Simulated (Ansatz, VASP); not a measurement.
# SiO2: VASP beside Ansatz

The input INCAR:

```
ALGO = Normal
EDIFF = 1E-8
ENCUT = 520
GGA = PS
ISIF = 2
ISMEAR = -1
LASPH = True
LCHARG = False
LEFG = True
LREAL = False
LWAVE = False
NBANDS = 25
NELM = 100
PREC = Accurate
SIGMA = 0.03
```

Contents of KPOINTS:

```
k-points
0
Gamma
  6 6 9
```

File POSCAR:

```
SiO2
1.0
    4.1236052368      0.0000000000      0.0000000000
    0.0000000000      4.1236052368      0.0000000000
    0.0000000000      0.0000000000      2.6317442288
Si O
2 4
Direct
    0.0000000000      0.0000000000      0.0000000000
    0.5000000000      0.5000000000      0.5000000000
    0.3067000000      0.3067000000      0.0000000000
    0.1933000000      0.8067000000      0.5000000000
    0.6933000000      0.6933000000      0.0000000000
    0.8067000000      0.1933000000      0.5000000000
```

Input for Ansatz:

```yaml
crystal:
  lattice:
    - [4.1236052368, 0.0, 0.0]
    - [0.0, 4.1236052368, 0.0]
    - [0.0, 0.0, 2.6317442288]
  atoms:
    - { symbol: Si, position: [0.0, 0.0, 0.0] }
    - { symbol: Si, position: [0.5, 0.5, 0.5] }
    - { symbol: O, position: [0.3067, 0.3067, 0.0] }
    - { symbol: O, position: [0.1933, 0.8067, 0.5] }
    - { symbol: O, position: [0.6933, 0.6933, 0.0] }
    - { symbol: O, position: [0.8067, 0.1933, 0.5] }
kpoints:
  mp_grid: { grid: [6, 6, 9] }
scf:
  occupations: { method: fermi_dirac, width: 0.03 }
hamiltonian:
  xc: pbesol
  pseudopotentials: { kind: all_electron, datasets: crystal }
output:
  forces: true
  stress: true
  eigenvalues: true
  efg: { contact_densities: true }
```

Change from the starting cell: volume scaled by 0.96, crystal datasets.

Alike in both runs: task electric field gradients; functional PBEsol; k mesh 6 × 6 × 9; occupations fermi-dirac, width 0.03 eV; no spin polarisation.

|  | VASP | Ansatz |
| --- | --- | --- |
| version | VASP 6.6.1 | Ansatz 0.2.0 |
| potentials or method | VASP PAW PBE potentials, release 64 (Si, O), cutoff 520 eV | all-electron PAW with datasets made for the crystal, scalar-relativistic |

|  | VASP | Ansatz | Ansatz less VASP |
| --- | --- | --- | --- |
| gap on the k mesh at the Fermi level (eV) | 6.33 | 6.33 | +0.002 |
| pressure (GPa) | 19.6 | 18.6 | -0.98 |
| traceless stress, the component that is largest in VASP (GPa) | 3.34 | 2.58 | -0.753 |
| rms of the force components (eV/Å) | 0.258 | 0.234 | -0.0239 |
| size of Vzz on the site where it differs most (V/Å²) | 23.0 | 19.7 | -3.27 |

VASP's potentials were made for PBE, not for PBEsol. Atom by atom the forces differ by 0.024 eV/Å (rms over components). Ansatz ran all-electron here, and VASP with PAW potentials.
